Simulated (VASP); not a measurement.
# K2S (Fm-3m) in VASP: single point with PBE

Aim: the single point of K2S with PBE.

All numbers are computed with VASP 6.6.1; they aren't measurements. Logs are shortened: lines on timing, memory, paths and dates and some standing lists are left out, and cuts for length are marked.

### 1 The cell of the first run

The structure is cubic, space group Fm-3m (No. 225). The conventional cell has a = 7.391 Å, b = 7.391 Å, c = 7.391 Å, α = 90.00°, β = 90.00°, γ = 90.00°. Within 4.2 Å of K (site symmetry -43m) lie 4 S at 3.20 Å and 6 K at 3.70 Å. Within 4.2 Å of S (site symmetry m-3m) lie 8 K at 3.20 Å.

### 2 Single point, PBE

INCAR

```
SYSTEM = K2S
PREC     = Accurate       ! precision mode
ENCUT    = 500            ! plane-wave cutoff, eV
EDIFF    = 1E-6           ! SCF threshold, eV
ISMEAR   = -1             ! smearing method
SIGMA    = 0.01           ! smearing width, eV
LREAL    = .False.        ! projectors in reciprocal space
LASPH    = .True.         ! aspherical terms in the spheres
NELM     = 120            ! most SCF steps
ALGO     = Normal         ! electronic algorithm
ISIF     = 2              ! what is computed and relaxed
LWAVE    = .False.        ! write WAVECAR
LCHARG   = .False.        ! write CHGCAR
GGA      = PE             ! functional
NBANDS   = 19             ! bands
GGA_COMPAT= .False.
```

KPOINTS

```
Automatic mesh
0
Gamma
  7 7 7
  0 0 0
```

POSCAR

```
K2S
1.0
    0.0000000000      3.6955000000      3.6955000000
    3.6955000000      0.0000000000      3.6955000000
    3.6955000000      3.6955000000      0.0000000000
K S
2 1
Direct
    0.2500000000      0.2500000000      0.2500000000
    0.7500000000      0.7500000000      0.7500000000
    0.0000000000      0.0000000000      0.0000000000
```

Potentials or basis: VASP PAW PBE potentials, release 64 (K_sv, S).

On the command line:

```sh
$ cat potpaw_PBE.64/K_sv/POTCAR potpaw_PBE.64/S/POTCAR > POTCAR
$ mpirun -np 1 vasp_std > vasp.out
```

OUTCAR:

```text
SYSTEM = K2S
   PREC = Accurate
   ENCUT = 500
   EDIFF = 1E-6
   ISMEAR = -1
   LREAL = .False.
   LASPH = .True.
   NELM = 120
   ISIF = 2
   GGA = PE

 ion  position               nearest neighbor table
   1  0.250  0.250  0.250-   3 3.20   3 3.20   3 3.20   3 3.20   2 3.70   2 3.70   2 3.70   2 3.70
                             2 3.70   2 3.70
   2  0.750  0.750  0.750-   3 3.20   3 3.20   3 3.20   3 3.20   1 3.70   1 3.70   1 3.70   1 3.70
                             1 3.70   1 3.70
   3  0.000  0.000  0.000-   1 3.20   2 3.20   2 3.20   2 3.20   2 3.20   1 3.20   1 3.20   1 3.20

  LATTYP: Found a face centered cubic cell.
 ALAT       =     7.3910000000

  Lattice vectors:

 A1 = (   0.0000000000,   3.6955000000,   3.6955000000)
 A2 = (   3.6955000000,   0.0000000000,   3.6955000000)
 A3 = (   3.6955000000,   3.6955000000,   0.0000000000)

Analysis of symmetry for initial positions (statically):
=====================================================================
 Subroutine PRICEL returns:
 Original cell was already a primitive cell.

 Routine SETGRP: Setting up the symmetry group for a
 face centered cubic supercell.

 Subroutine GETGRP returns: Found 48 space group operations
 (whereof 48 operations were pure point group operations)
 out of a pool of 48 trial point group operations.

The static configuration has the point symmetry O_h .

Analysis of symmetry for dynamics (positions and initial velocities):
=====================================================================
 Subroutine PRICEL returns:
 Original cell was already a primitive cell.

 Routine SETGRP: Setting up the symmetry group for a
 face centered cubic supercell.

 Subroutine GETGRP returns: Found 48 space group operations
 (whereof 48 operations were pure point group operations)
 out of a pool of 48 trial point group operations.

The dynamic configuration has the point symmetry O_h .

 Subroutine INISYM returns: Found 48 space group operations
 (whereof 48 operations are pure point group operations),
 and found     1 'primitive' translations

----------------------------------------------------------------------------------------

                                     Primitive cell

  volume of cell :     100.9368

  direct lattice vectors                    reciprocal lattice vectors
     0.000000000  3.695500000  3.695500000    -0.135299689  0.135299689  0.135299689
     3.695500000  0.000000000  3.695500000     0.135299689 -0.135299689  0.135299689
     3.695500000  3.695500000  0.000000000     0.135299689  0.135299689 -0.135299689

  length of vectors
     5.226226220  5.226226220  5.226226220     0.234345935  0.234345935  0.234345935

  position of ions in fractional coordinates (direct lattice)
     0.250000000  0.250000000  0.250000000
     0.750000000  0.750000000  0.750000000
     0.000000000  0.000000000  0.000000000

  ion indices of the primitive-cell ions
   primitive index   ion index
                 1           1
                 2           2
                 3           3

----------------------------------------------------------------------------------------

 KPOINTS: Automatic mesh

Automatic generation of k-mesh.
 Grid dimensions read from file:
 generate k-points for:    7    7    7

 Generating k-lattice:

  Cartesian coordinates                     Fractional coordinates (reciprocal lattice)
    -0.019328527  0.019328527  0.019328527     0.142857143  0.000000000  0.000000000
     0.019328527 -0.019328527  0.019328527     0.000000000  0.142857143  0.000000000
     0.019328527  0.019328527 -0.019328527     0.000000000  0.000000000  0.142857143

  Length of vectors
     0.033477991  0.033477991  0.033477991

  Shift w.r.t. Gamma in fractional coordinates (k-lattice)
     0.000000000  0.000000000  0.000000000

 Subroutine IBZKPT returns following result:
 ===========================================

 Found     20 irreducible k-points:

 Following reciprocal coordinates:
            Coordinates               Weight
  0.000000  0.000000  0.000000      1.000000
  0.142857  0.000000  0.000000      8.000000
  0.285714  0.000000  0.000000      8.000000
  0.428571  0.000000  0.000000      8.000000
  0.142857  0.142857  0.000000      6.000000
  0.285714  0.142857  0.000000     24.000000
[... 12 lines left out ...]
 -0.428571  0.428571  0.142857     24.000000
 -0.285714  0.428571  0.142857     24.000000
   k-points           NKPTS =     20   k-points in BZ     NKDIM =     20   number of bands    NBANDS=     19
   number of dos      NEDOS =    301   number of ions     NIONS =      3
   total plane-waves  NPLWV =  64000
   dimension x,y,z NGX =    40 NGY =   40 NGZ =   40
   dimension x,y,z NGXF=    80 NGYF=   80 NGZF=   80
   ions per type =               2   1
   NGX,Y,Z   is equivalent  to a cutoff of  12.72, 12.72, 12.72 a.u.
   NGXF,Y,Z  is equivalent  to a cutoff of  25.45, 25.45, 25.45 a.u.
 SYSTEM =  K2S
   PREC   = accura    normal or accurate (medium, high low for compatibility)
   ISTART =      0    job   : 0-new  1-cont  2-samecut
   ICHARG =      2    charge: 1-file 2-atom 10-const
   ISPIN  =      1    spin polarized calculation?
   LNONCOLLINEAR =      F non collinear calculations
   LSORBIT =      F    spin-orbit coupling
   LASPH  =      T    aspherical Exc in radial PAW
   ENCUT  =  500.0 eV  36.75 Ry    6.06 a.u.   9.53  9.53  9.53*2*pi/ulx,y,z
   NELM   =    120;   NELMIN=  2; NELMDL= -5     # of ELM steps
   EDIFF  = 0.1E-05   stopping-criterion for ELM
   LREAL  =      F    real-space projection
[... 7 lines left out ...]
   TEBEG  =    0.0;   TEEND  =   0.0 temperature during run
   PSTRESS=    0.0 pullay stress
   NELECT =      24.0000    total number of electrons
   NUPDOWN=      -1.0000    fix difference up-down
   EMIN   =  10.00;   EMAX   =-10.00  energy-range for DOS
   EFERMI =   0.00;   METHOD = LEGACY
   ISMEAR =    -1;   SIGMA  =   0.01  broadening in eV -4-tet -1-fermi 0-gaus
   EFERMI_NEDOS =   21; number of points for ismear=-14 and -15
   IALGO  =     38    algorithm
   IMIX   =      4    mixing-type and parameters
     AMIX     =   0.40;   BMIX     =  1.00
     AMIX_MAG =   1.60;   BMIX_MAG =  1.00
  volume/ion in A,a.u.               =      33.65       227.05
  Fermi-wavevector in a.u.,A,eV,Ry     =   1.014212  1.916583 13.995304  1.028626
  Thomas-Fermi vector in A             =   2.147426
   LORBIT       =      0    0 simple, 1 ext, 2 COOP (PROOUT), +10 PAW based schemes
   GGA     = PE    functional components
   LHFCALC =     F    Hartree Fock is set to
   AEXX    =    0.0000 exact exchange contribution
   IVDW    =     0    specifies the selected vdW correction
   LEPSILON=     F    determine dielectric tensor
   LRPA    =     F    only Hartree local field effects (RPA)
 non-spin polarized calculation
  energy-cutoff  :      500.00
  volume of cell :      100.94
 maximum number of plane-waves:      2637
 NGX is ok and might be reduce to    40
   NGX = 19   NGY = 19   NGZ = 19

 number of electron      23.9999996 magnetization

 Free energy of the ion-electron system (eV)
  ---------------------------------------------------
  ext. energy  EPLUGINS =         0.00000000
  ---------------------------------------------------
  free energy    TOTEN  =        -9.41450441 eV

  energy without entropy =       -9.41450441  energy(sigma->0) =       -9.41450441

 E-fermi :  -0.0717     XC(G=0):  -7.3580

 val. band max:       -0.3330351112   @ k =  -0.4286   0.4286   0.0000
 cond. band min:       2.0657292637   @ k =   0.0000   0.0000   0.0000
 fundamental gap:      2.3987643750
 Fermi energy:        -0.0717113794

 k-point     1 :       0.0000    0.0000    0.0000
  band No.  band energies     occupation
      1     -29.5378      2.00000
      2     -29.4537      2.00000
      3     -13.1335      2.00000
      4     -13.1335      2.00000
      5     -13.1335      2.00000
      6     -12.8923      2.00000
[... 11 lines left out ...]
     18       7.1635      0.00000
     19       8.1045      0.00000

 k-point     2 :       0.1429    0.0000    0.0000
  band No.  band energies     occupation
      1     -29.5334      2.00000
      2     -29.4576      2.00000
      3     -13.1289      2.00000
      4     -13.1231      2.00000
      5     -13.1231      2.00000
      6     -12.9253      2.00000
[... 11 lines left out ...]
     18       7.2785      0.00000
     19       7.7463      0.00000

 k-point     3 :       0.2857    0.0000    0.0000
  band No.  band energies     occupation
      1     -29.5213      2.00000
      2     -29.4689      2.00000
      3     -13.1214      2.00000
      4     -13.0932      2.00000
      5     -13.0932      2.00000
      6     -12.9930      2.00000
[... 11 lines left out ...]
     18       7.3737      0.00000
     19       7.3738      0.00000

 k-point     4 :       0.4286    0.0000    0.0000
  band No.  band energies     occupation
      1     -29.5041      2.00000
      2     -29.4854      2.00000
      3     -13.1234      2.00000
      4     -13.0480      2.00000
      5     -13.0480      2.00000
      6     -13.0363      2.00000
[... 11 lines left out ...]
     18       7.2961      0.00000
     19       7.5076      0.00000

 k-point     5 :       0.1429    0.1429    0.0000
  band No.  band energies     occupation
      1     -29.5322      2.00000
      2     -29.4587      2.00000
      3     -13.1454      2.00000
      4     -13.1454      2.00000
      5     -13.0767      2.00000
      6     -12.9838      2.00000
[... 11 lines left out ...]
     18       7.1191      0.00000
     19       7.2373      0.00000
[... 246 lines left out ...]
      2     -29.4752      2.00000
      3     -13.2080      2.00000
      4     -13.1451      2.00000
      5     -13.1122      2.00000
      6     -12.9545      2.00000
[... 11 lines left out ...]
     18       7.3313      0.00000
     19       7.5872      0.00000

 k-point    18 :      -0.4286    0.2857    0.1429
  band No.  band energies     occupation
      1     -29.5015      2.00000
      2     -29.4875      2.00000
      3     -13.2549      2.00000
      4     -13.1765      2.00000
      5     -13.0612      2.00000
      6     -13.0014      2.00000
[... 11 lines left out ...]
     18       7.0724      0.00000
     19       7.7047      0.00000

 k-point    19 :      -0.4286    0.4286    0.1429
  band No.  band energies     occupation
      1     -29.5044      2.00000
      2     -29.4842      2.00000
      3     -13.3085      2.00000
      4     -13.2066      2.00000
      5     -13.1312      2.00000
      6     -12.9240      2.00000
[... 11 lines left out ...]
     18       7.2746      0.00000
     19       7.5869      0.00000

 k-point    20 :      -0.2857    0.4286    0.1429
  band No.  band energies     occupation
      1     -29.4960      2.00000
      2     -29.4926      2.00000
      3     -13.3075      2.00000
      4     -13.2093      2.00000
      5     -13.0707      2.00000
      6     -12.9889      2.00000
[... 11 lines left out ...]
     18       7.1066      0.00000
     19       7.5935      0.00000

------------------------ aborting loop because EDIFF is reached ----------------------------------------

  FORCE on cell =-STRESS in cart. coord.  units (eV):
  Direction    XX          YY          ZZ          XY          YZ          ZX
  --------------------------------------------------------------------------------------
  -------------------------------------------------------------------------------------
  Total        0.3756325      0.3756325      0.3756325     -0.0000000     -0.0000000      0.0000000
  in kB        5.9624422      5.9624422      5.9624422     -0.0000000     -0.0000000      0.0000000
  external PRESSURE =       5.9624422 kB  Pullay stress =       0.0000000 kB

 VOLUME and BASIS-vectors are now :
 -----------------------------------------------------------------------------
  energy-cutoff  :      500.00
  volume of cell :      100.94
      direct lattice vectors                 reciprocal lattice vectors
     0.000000000  3.695500000  3.695500000    -0.135299689  0.135299689  0.135299689
     3.695500000  0.000000000  3.695500000     0.135299689 -0.135299689  0.135299689
     3.695500000  3.695500000  0.000000000     0.135299689  0.135299689 -0.135299689

 POSITION                                       TOTAL-FORCE (eV/Angst)
 -----------------------------------------------------------------------------------
      1.84775      1.84775      1.84775        -0.000000     -0.000000     -0.000000
      5.54325      5.54325      5.54325         0.000000      0.000000      0.000000
      0.00000      0.00000      0.00000         0.000000      0.000000      0.000000
 -----------------------------------------------------------------------------------
    total drift:                               -0.000000     -0.000000      0.000000

  FREE ENERGIE OF THE ION-ELECTRON SYSTEM (eV)
  ---------------------------------------------------
  free  energy   TOTEN  =        -9.4145044051 eV

  energy  without entropy=       -9.4145044051  energy(sigma->0) =       -9.41450441
```

Wall time 48 s (1 thread of Intel Xeon 8259CL, shared host); peak memory 0.25 GiB.

Results:

```yaml
Free_energy: -9.4145 eV
Pressure: 0.6 GPa
Band_gap_on_the_k_mesh: 2.40 eV (least direct gap 2.59 eV)
```

Caveat: an odd mesh through Γ misses points on the zone boundary, where band edges can lie.
